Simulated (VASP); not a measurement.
# ZrO2 (Cubic zirconia) (Fm-3m) in VASP: single point with PBEsol+D3(BJ)

Aim: the single point of ZrO2 (Cubic zirconia) with PBEsol+D3(BJ).

All numbers are computed with VASP 6.6.1; they aren't measurements. Logs are shortened: lines on timing, memory, paths and dates and some standing lists are left out, and cuts for length are marked.

## (1) The cell of the first run

Symmetry: Fm-3m, No. 225, cubic system. Conventional cell: a = 5.070 Å, b = 5.070 Å, c = 5.070 Å, α = 90.00°, β = 90.00°, γ = 90.00°. Within 2.9 Å of Zr (site symmetry m-3m) lie 8 O at 2.20 Å. O (site symmetry -43m) has 4 Zr at 2.20 Å and 6 O at 2.53 Å within 2.9 Å.

## (2) Single point, PBEsol+D3(BJ)

Input file INCAR:

```
PREC = Accurate ; ENCUT = 600
EDIFF = 1E-6 ; ISMEAR = 0
SIGMA = 0.01 ; LREAL = F
LASPH = T ; NELM = 120
ALGO = Normal ; ISIF = 2
LWAVE = F ; LCHARG = T
GGA = PS ; IVDW = 12
LELF = T ; LVHAR = T
NBANDS = 19 ; GGA_COMPAT = F
```

Input file KPOINTS:

```
regular mesh
0
Gamma
  8 8 8
```

Input file POSCAR:

```
ZrO2
1.0
    3.5850310000      0.0000000000      0.0000000000
    1.7925155000      3.1047279194      0.0000000000
    1.7925155000      1.0349093065      2.9271655540
Zr O
1 2
Direct
    0.0000000000      0.0000000000      0.0000000000
    0.2500000000      0.2500000000      0.2500000000
    0.7500000000      0.7500000000      0.7500000000
```

Potentials or basis: VASP PAW PBE potentials, release 64 (Zr_sv, O).

On the command line:

```console
cat potpaw_PBE.64/Zr_sv/POTCAR potpaw_PBE.64/O/POTCAR > POTCAR
mpirun -np 1 vasp_std > vasp.out
```

OUTCAR:

```text
PREC = Accurate
   ENCUT = 600
   EDIFF = 1E-6
   ISMEAR = 0
   LREAL = F
   LASPH = T
   NELM = 120
   ISIF = 2
   GGA = PS
   IVDW = 12
 IVDW          = 12

 ion  position               nearest neighbor table
   1  0.000  0.000  0.000-   3 2.20   2 2.20   3 2.20   2 2.20   2 2.20   3 2.20   2 2.20   3 2.20

   2  0.250  0.250  0.250-   1 2.20   1 2.20   1 2.20   1 2.20
   3  0.750  0.750  0.750-   1 2.20   1 2.20   1 2.20   1 2.20

  LATTYP: Found a face centered cubic cell.
 ALAT       =     5.0699994618

  Lattice vectors:

 A1 = (   3.5850310000,   0.0000000000,   0.0000000000)
 A2 = (   1.7925155000,   3.1047279194,   0.0000000000)
 A3 = (   1.7925155000,   1.0349093065,   2.9271655540)

Analysis of symmetry for initial positions (statically):
=====================================================================
 Subroutine PRICEL returns:
 Original cell was already a primitive cell.

 Routine SETGRP: Setting up the symmetry group for a
 face centered cubic supercell.

 Subroutine GETGRP returns: Found 48 space group operations
 (whereof 48 operations were pure point group operations)
 out of a pool of 48 trial point group operations.

The static configuration has the point symmetry O_h .

Analysis of symmetry for dynamics (positions and initial velocities):
=====================================================================
 Subroutine PRICEL returns:
 Original cell was already a primitive cell.

 Routine SETGRP: Setting up the symmetry group for a
 face centered cubic supercell.

 Subroutine GETGRP returns: Found 48 space group operations
 (whereof 48 operations were pure point group operations)
 out of a pool of 48 trial point group operations.

The dynamic configuration has the point symmetry O_h .

 Subroutine INISYM returns: Found 48 space group operations
 (whereof 48 operations are pure point group operations),
 and found     1 'primitive' translations

----------------------------------------------------------------------------------------

                                     Primitive cell

  volume of cell :      32.5810

  direct lattice vectors                    reciprocal lattice vectors
     3.585031000  0.000000000  0.000000000     0.278937616 -0.161044708 -0.113875805
[... 84 lines left out ...]
   LSORBIT =      F    spin-orbit coupling
   LASPH  =      T    aspherical Exc in radial PAW
   ENCUT  =  600.0 eV  44.10 Ry    6.64 a.u.   7.16  7.16  7.16*2*pi/ulx,y,z
   NELM   =    120;   NELMIN=  2; NELMDL= -5     # of ELM steps
   EDIFF  = 0.1E-05   stopping-criterion for ELM
   LREAL  =      F    real-space projection
   EDIFFG = 0.1E-04   stopping-criterion for IOM
   NSW    =      0    number of steps for IOM
   IBRION =     -1    ionic relax: 0-MD 1-quasi-New 2-CG
   NFREE  =      0    steps in history (QN), initial steepest desc. (CG)
   ISIF   =      2    stress and relaxation
   ISYM   =      2    0-nonsym 1-usesym 2-fastsym
   POTIM  = 0.5000    time-step for ionic-motion
   TEBEG  =    0.0;   TEEND  =   0.0 temperature during run
   PSTRESS=    0.0 pullay stress
   NELECT =      24.0000    total number of electrons
   NUPDOWN=      -1.0000    fix difference up-down
   EMIN   =  10.00;   EMAX   =-10.00  energy-range for DOS
   EFERMI =   0.00;   METHOD = LEGACY
   ISMEAR =     0;   SIGMA  =   0.01  broadening in eV -4-tet -1-fermi 0-gaus
   EFERMI_NEDOS =   21; number of points for ismear=-14 and -15
   IALGO  =     38    algorithm
   IMIX   =      4    mixing-type and parameters
     AMIX     =   0.40;   BMIX     =  1.00
     AMIX_MAG =   1.60;   BMIX_MAG =  1.00
  volume/ion in A,a.u.               =      10.86        73.29
  Fermi-wavevector in a.u.,A,eV,Ry     =   1.478509  2.793977 29.742187  2.185989
  Thomas-Fermi vector in A             =   2.592781
   LORBIT       =      0    0 simple, 1 ext, 2 COOP (PROOUT), +10 PAW based schemes
   GGA     = PS    functional components
   LHFCALC =     F    Hartree Fock is set to
   AEXX    =    0.0000 exact exchange contribution
   IVDW    =    12    specifies the selected vdW correction
   LEPSILON=     F    determine dielectric tensor
   LRPA    =     F    only Hartree local field effects (RPA)
 non-spin polarized calculation
 Gauss-broadening in eV      SIGMA  =   0.01
  energy-cutoff  :      600.00
  volume of cell :       32.58
 maximum number of plane-waves:      1106
 NGX is ok and might be reduce to    30
   NGX = 15   NGY = 15   NGZ = 15

 number of electron      23.9999997 magnetization

 Free energy of the ion-electron system (eV)
  ---------------------------------------------------
  ext. energy  EPLUGINS =         0.00000000
  ---------------------------------------------------
  free energy    TOTEN  =       -29.92937151 eV

  energy without entropy =      -29.92937151  energy(sigma->0) =      -29.92937151

 E-fermi :   7.2642     XC(G=0): -12.1204

 val. band max:        7.2210577486   @ k =   0.5000   0.5000   0.0000
 cond. band min:      10.5352544943   @ k =   0.0000   0.0000   0.0000
 fundamental gap:      3.3141967457
 Fermi energy:         7.2642165860

 k-point     1 :       0.0000    0.0000    0.0000
  band No.  band energies     occupation
      1     -40.6729      2.00000
      2     -18.5361      2.00000
      3     -18.5361      2.00000
      4     -18.5361      2.00000
      5     -10.9750      2.00000
      6      -8.3200      2.00000
[... 505 lines left out ...]
      6      -8.9078      2.00000
[... 11 lines left out ...]
     18      17.7680      0.00000
     19      21.8201      0.00000

 [... further k-points ...]

------------------------ aborting loop because EDIFF is reached ----------------------------------------

 Edisp (eV)   -0.75086

 E8    (eV) :    -0.4972

  FORCE on cell =-STRESS in cart. coord.  units (eV):
  Direction    XX          YY          ZZ          XY          YZ          ZX
  --------------------------------------------------------------------------------------
  -------------------------------------------------------------------------------------
  Total      -0.89820    -0.89820    -0.89820    -0.00000    -0.00000    -0.00000
  in kB     -44.16902   -44.16902   -44.16902    -0.00000    -0.00000    -0.00000
  external pressure =      -44.17 kB  Pullay stress =        0.00 kB

 VOLUME and BASIS-vectors are now :
 -----------------------------------------------------------------------------
  energy-cutoff  :      600.00
  volume of cell :       32.58
      direct lattice vectors                 reciprocal lattice vectors
     3.585031000  0.000000000  0.000000000     0.278937616 -0.161044708 -0.113875805
     1.792515500  3.104727919  0.000000000     0.000000000  0.322089415 -0.113875805
     1.792515500  1.034909306  2.927165554     0.000000000  0.000000000  0.341627414

 POSITION                                       TOTAL-FORCE (eV/Angst)
 -----------------------------------------------------------------------------------
      0.00000      0.00000      0.00000         0.000000      0.000000      0.000000
      1.79252      1.03491      0.73179         0.000000      0.000000     -0.000000
      5.37755      3.10473      2.19537        -0.000000     -0.000000      0.000000
 -----------------------------------------------------------------------------------
    total drift:                               -0.000000      0.000000     -0.000000

  FREE ENERGIE OF THE ION-ELECTRON SYSTEM (eV)
  ---------------------------------------------------
  free  energy   TOTEN  =       -30.6802318869 eV

  energy  without entropy=      -30.6802318869  energy(sigma->0) =      -30.68023189
```

stdout:

```text
POSCAR found type information on POSCAR ZrO
 POSCAR found :  2 types and       3 ions
 scaLAPACK will be used
 -----------------------------------------------------------------------------
|                                                                             |
|                                                                             |
|     You enforced a specific xc type in the INCAR file but a different       |
|     I HOPE YOU KNOW WHAT YOU ARE DOING!                                     |
|                                                                             |
 -----------------------------------------------------------------------------

 LDA part: xc-table for (Slater+PW92), standard interpolation
 POSCAR, INCAR and KPOINTS ok, starting setup
 FFT: planning ... GRIDC
 FFT: planning ... GRID_SOFT
 FFT: planning ... GRID
 WAVECAR not read
 entering main loop
```

Wall time 23 s (1 thread of Intel Xeon Platinum 8375C at 2.90GHz (Ice Lake), shared host); peak memory 0.19 GiB.

Results:

* Free energy: -30.6802 eV
* Pressure: -4.4 GPa
* Band gap on the k mesh: 3.31 eV, indirect (least direct gap 3.75 eV)
* Dispersion energy per atom: -0.250 eV

Caveat: the PAW data sets were made with another functional, which shifts forces and pressure a little. A k mesh can miss the band edges.
